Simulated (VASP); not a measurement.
Input of a VASP 6.6.1 run:

Contents of INCAR:

```
PREC     = Accurate       # precision mode
ENCUT    = 520            # plane-wave cutoff, eV
EDIFF    = 1E-6           # SCF threshold, eV
ISMEAR   = 0              # smearing method
SIGMA    = 0.15           # smearing width, eV
LREAL    = F              # projectors in reciprocal space
LASPH    = T              # aspherical terms in the spheres
NELM     = 80             # most SCF steps
ALGO     = Fast           # electronic algorithm
ISIF     = 2              # what is computed and relaxed
LWAVE    = F              # write WAVECAR
LCHARG   = F              # write CHGCAR
GGA      = PS             # functional
NBANDS   = 16             # bands
```

KPOINTS

```
Automatic mesh
0
Gamma
  14 14 14
```

File POSCAR:

```
Al2Cu
1.0
   -2.0246107077      2.0246107077      2.8631594530
    2.0246107077     -2.0246107077      2.8631594530
    2.0246107077      2.0246107077     -2.8631594530
Al Cu
2 1
Direct
    0.7452850484      0.2264252419      0.4717102903
    0.2452850484      0.7264252419      0.4717102903
    0.5040039231      0.5200196155      0.0240235386
```

Potentials or basis: VASP PAW PBE potentials, release 64 (Al, Cu).

Run with:

```sh
$ cat potpaw_PBE.64/Al/POTCAR potpaw_PBE.64/Cu/POTCAR > POTCAR
$ mpirun -np 1 vasp_std > vasp.out
```

Problem. What does it give for the pressure?

Solution. 1.5 GPa.

Problem. Estimate the band gap on the k mesh.

Solution. Zero (an odd number of electrons rules out a gap without spin polarisation).

Problem. Estimate the largest force.

Solution. 1.411 eV/Å.

Stress tensor (GPa, compression positive):
```
 2.46 -0.25  0.00
-0.25  0.12  0.00
 0.00  0.00  1.97
```

Caveat: the cell differs from its parent crystal (atoms displaced along a vibrational mode); the PAW data sets were made with another functional, which shifts forces and pressure a little.
